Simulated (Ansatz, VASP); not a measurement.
**One calculation of CdO, two programs**

POSCAR

```
CdO
1.0
    0.0000000000      2.3049700720      2.3049700720
    2.3049700720      0.0000000000      2.3049700720
    2.3049700720      2.3049700720      0.0000000000
Cd O
1 1
Direct
    0.0000000000      0.0000000000      0.0000000000
    0.5000000000      0.5000000000      0.5000000000
```

INCAR.step1

```
PREC = Accurate ; ENCUT = 660
ISMEAR = -1 ; SIGMA = 0.02
LREAL = False ; LASPH = True
NELM = 120 ; NBANDS = 16
GGA = PE ; ALGO = Normal
EDIFF = 1E-5 ; LWAVE = True
LCHARG = False ; GGA_COMPAT = False
```

Contents of INCAR.step2:

```
PREC = Accurate ; ENCUT = 660
EDIFF = 1E-6 ; ISMEAR = -1
SIGMA = 0.02 ; LREAL = False
LASPH = True ; NELM = 120
ALGO = Normal ; ISIF = 2
LWAVE = False ; LCHARG = False
METAGGA = R2SCAN ; LMIXTAU = True
NBANDS = 16 ; ISTART = 1
GGA_COMPAT = False
```

File KPOINTS:

```
regular mesh
0
Gamma
  8 8 8
```

Input for Ansatz:

```yaml
crystal:
  lattice:
    - [0.0, 2.304970072, 2.304970072]
    - [2.304970072, 0.0, 2.304970072]
    - [2.304970072, 2.304970072, 0.0]
  atoms:
    - { symbol: Cd, position: [0.0, 0.0, 0.0] }
    - { symbol: O, position: [0.5, 0.5, 0.5] }
kpoints:
  mp_grid: { grid: [8, 8, 8] }
hamiltonian:
  xc: r2scan
scf:
  occupations: { method: fermi_dirac, width: 0.02 }
  n_extra_bands: 4
output:
  forces: true
  stress: true
  eigenvalues: true
```

Alike in both runs: task single point; functional r2SCAN; k mesh 8 × 8 × 8; occupations fermi-dirac, width 0.02 eV; no spin polarisation.

```csv
,VASP,Ansatz
version,VASP 6.6.1,Ansatz 0.2.0
potentials or method,"VASP PAW PBE potentials, release 64 (Cd, O)","plane waves, PAW"
plane-wave cutoff (eV),660,500
valence electrons in the cell,18,26
```

```csv
,VASP,Ansatz,Ansatz less VASP
pressure (GPa),12.7,10.6,-2.13
```

VASP's potentials were made for PBE, not for r2SCAN. With one functional, cell and mesh, what is left measures potentials, basis and numerics. VASP's potentials hold 18 valence electrons a cell and Ansatz's 26, so a difference there can come from the potentials and not from the codes.
